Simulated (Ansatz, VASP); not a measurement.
# Ge in VASP and in Ansatz

The input POSCAR:

```
Ge
1.0
    0.0000000000      2.9835398727      2.9835398727
    2.9835398727      0.0000000000      2.9835398727
    2.9835398727      2.9835398727      0.0000000000
Ge
2
Direct
    0.0000000000      0.0000000000      0.0000000000
    0.2500000000      0.2500000000      0.2500000000
```

The input INCAR.step1:

```
ALGO = Normal
EDIFF = 1E-4
ENCUT = 520
GGA = PE
ISMEAR = -1
LASPH = T
LCHARG = F
LREAL = F
LWAVE = T
NBANDS = 21
NELM = 60
PREC = Accurate
SIGMA = 0.02
```

The input INCAR.step2:

```
ALGO = Normal
EDIFF = 1E-7
ENCUT = 520
ISIF = 2
ISMEAR = -1
ISTART = 1
LASPH = T
LCHARG = F
LMIXTAU = T
LREAL = F
LWAVE = F
METAGGA = R2SCAN
NBANDS = 21
NELM = 60
PREC = Accurate
SIGMA = 0.02
```

Contents of KPOINTS:

```
k-points
0
Gamma
  8 8 8
```

Input for Ansatz:

```yaml
crystal:
  lattice:
    - [0.0, 2.9835398727, 2.9835398727]
    - [2.9835398727, 0.0, 2.9835398727]
    - [2.9835398727, 2.9835398727, 0.0]
  atoms:
    - { symbol: Ge, position: [0.0, 0.0, 0.0] }
    - { symbol: Ge, position: [0.25, 0.25, 0.25] }
kpoints:
  mp_grid: { grid: [8, 8, 8] }
  band_path:
    path:
      - [0.0, 0.0, 0.0]
      - [0.5, 0.0, 0.5]
      - [0.625, 0.25, 0.625]
      - [0.375, 0.375, 0.75]
      - [0.5, 0.5, 0.5]
      - [0.5, 0.25, 0.75]
    npoints: 1
hamiltonian:
  xc: r2scan
scf:
  occupations: { method: fermi_dirac, width: 0.02 }
  n_extra_bands: 4
output:
  forces: true
  stress: true
  eigenvalues: true
```

Change from the starting cell: hydrostatic strain +5.2%.

Alike in both runs: task single point; functional r2SCAN; k mesh 8 × 8 × 8; occupations fermi-dirac, width 0.02 eV; no spin polarisation.

|  | VASP | Ansatz |
| --- | --- | --- |
| version | VASP 6.6.1 | Ansatz 0.2.0 |
| potentials or method | VASP PAW PBE potentials, release 64 (Ge_d) | plane waves, PAW |
| plane-wave cutoff (eV) | 520 | 500 |
| valence electrons in the cell | 28 | 28 |

|  | VASP | Ansatz | Ansatz less VASP |
| --- | --- | --- | --- |
| pressure (GPa) | -7.4 | -7.4 | +0.01 |

VASP's potentials were made for PBE, not for r2SCAN. With one functional, cell and mesh, what is left measures potentials, basis and numerics.
